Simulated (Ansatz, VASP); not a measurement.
# BN: VASP beside Ansatz

File INCAR:

```
PREC     = Accurate       # precision mode
ENCUT    = 520            # plane-wave cutoff, eV
EDIFF    = 1E-7           # SCF threshold, eV
ISMEAR   = 0              # smearing method
SIGMA    = 0.05           # smearing width, eV
LREAL    = F              # projectors in reciprocal space
LASPH    = T              # aspherical terms in the spheres
NELM     = 80             # most SCF steps
ALGO     = Normal         # electronic algorithm
ISIF     = 2              # what is computed and relaxed
LWAVE    = F              # write WAVECAR
LCHARG   = T              # write CHGCAR
GGA      = PE             # functional
LELF     = T              # ELF
LVHAR    = T            
NBANDS   = 16             # bands
```

File KPOINTS:

```
regular mesh
0
Gamma
  12 12 6
```

POSCAR

```
BN
1.0
    2.5539396017      0.0000000000      0.0000000000
   -1.2769698009      2.2117765748      0.0000000000
    0.0000000000      0.0000000000      4.2268550000
B N
2 2
Direct
    0.6775846527      0.3413258538      0.9997240000
    0.3442513193      0.6746591871      0.4997240000
    0.6666666667      0.3333333333      0.6252760000
    0.3333333333      0.6666666667      0.1252760000
```

Input for Ansatz:

```yaml
crystal:
  lattice:
    - [2.5539396017, 0.0, 0.0]
    - [-1.2769698009, 2.2117765748, 0.0]
    - [0.0, 0.0, 4.226855]
  atoms:
    - { symbol: B, position: [0.6775846527, 0.3413258538, 0.999724] }
    - { symbol: B, position: [0.3442513193, 0.6746591871, 0.499724] }
    - { symbol: "N", position: [0.6666666667, 0.3333333333, 0.625276] }
    - { symbol: "N", position: [0.3333333333, 0.6666666667, 0.125276] }
basis:
  ecutwfc: 520.0
kpoints:
  mp_grid: { grid: [12, 12, 6] }
hamiltonian:
  xc: pbe
scf:
  occupations: { method: gaussian, width: 0.05 }
output:
  forces: true
  stress: true
  eigenvalues: true
```

Change from the starting cell: all B atoms moved +0.025 Å, as atom 1 along Cartesian [1 1 0].

Alike in both runs: task single point; functional PBE; k mesh 12 × 12 × 6; occupations gaussian, width 0.05 eV; no spin polarisation.

|  | VASP | Ansatz |
| --- | --- | --- |
| version | VASP 6.6.1 | Ansatz 0.2.0 |
| potentials or method | VASP PAW PBE potentials, release 64 (B, N), cutoff 520 eV | scalar-relativistic, plane waves, PAW |
| valence electrons in the cell | 16 | 16 |

|  | VASP | Ansatz | Ansatz less VASP |
| --- | --- | --- | --- |
| gap on the k mesh at the Fermi level (eV) | 5.13 | 5.15 | +0.015 |
| least direct gap on the mesh (eV) | 8.16 | 8.17 | +0.007 |
| pressure (GPa) | 0.4 | 0.2 | -0.21 |
| traceless stress, the component that is largest in VASP (GPa) | -0.63 | -0.61 | +0.019 |
| rms of the force components (eV/Å) | 0.352 | 0.351 | -0.0015 |

Atom by atom the forces differ by 0.002 eV/Å (rms over components).
